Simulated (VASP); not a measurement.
## MnO2: single point with PBE

Crystal: MnO2.

```
Mn O
1.0
     1.42843    0.82471    4.58393
    -1.42843    0.82471    4.58393
     0.00000   -1.64941    4.58393
Mn O
1 2
Direct
  0.00000 0.00000 0.00000
  0.26436 0.26436 0.26436
  0.73564 0.73564 0.73564
```

| Quantity | Value |
| --- | --- |
| Program | VASP 6.6.1 |
| Task | single point |
| Functional | PBE |
| Potentials or basis | VASP PAW PBE potentials, release 64 (Mn_pv, O) |
| Cutoff | 520 eV |
| k mesh | 6 × 6 × 6 |
| Occupations | methfessel-paxton, width 0.272114 eV |
| Spin | collinear spin, ferromagnetic start |
| Starting moments | [4.0, 0.0, 0.0] μB |
| Dipole correction | no |
| Further INCAR settings | ALGO = Normal; EDIFF = 1e-07; NBANDS = 24 |

The pressure is 6.0 GPa and the largest force is 0.306 eV/Å. The band gap on the k mesh is 0.86 eV, indirect (least direct gap 0.91 eV) and the net moment is 3.00 μB per cell. The site moments are Mn +2.84; O +0.04 μB and the valence electrons inside the program's atomic spheres are Mn 11.75; O 5.00.

Forces in eV/Å, atoms in the order of the input:
```
Mn   0.000  0.000  0.000
O    0.000  0.000 -0.306
O    0.000  0.000  0.306
```

Stress tensor (GPa, compression positive):
```
6.51 0.00 0.00
0.00 6.51 0.00
0.00 0.00 5.06
```

Levels at points of the mesh, in eV from the valence-band top:
Spin up:
```
           k point  band 11  band 12  band 13  band 14  band 15  band 16  band 17  band 18
(0.00, 0.00, 0.00)    -1.35    -1.35    -1.09    -0.30     2.95     2.95     7.24    10.44
(0.50, 0.00, 0.00)    -2.21    -1.83    -1.73    -0.93     2.10     2.76    12.15    13.48
(0.50, 0.50, 0.00)    -1.91    -1.83    -1.79    -1.07     2.33     2.85    11.20    12.47
(0.50, 0.50, 0.50)    -2.37    -1.40    -1.40    -0.04     2.98     2.98     9.38     9.55
```
Spin down:
```
           k point  band 8  band 9  band 10  band 11  band 12  band 13  band 14  band 15
(0.00, 0.00, 0.00)   -5.01   -1.29    -1.29    -0.92     0.86     0.86     2.51     4.23
(0.50, 0.00, 0.00)   -4.25   -3.33    -2.67    -2.00     1.26     1.62     1.93     3.62
(0.50, 0.50, 0.00)   -4.18   -2.77    -2.74    -1.73     1.06     1.62     1.93     3.75
(0.50, 0.50, 0.50)   -4.48   -2.29    -1.34    -1.34     0.86     0.86     2.56     4.26
```

It took 98 s on 1 thread of Intel(R) Xeon(R) Platinum 8259CL CPU @ 2.50GHz (Skylake/Cascade Lake), on a shared host, peak memory 0.25 GiB.

Caveat: the k points lie up to 0.43 Å⁻¹ apart; a cell with one magnetic atom can't hold antiferromagnetic order, which such compounds often take. Expect the measured gap to be larger: semilocal functionals such as PBE lack the derivative discontinuity.
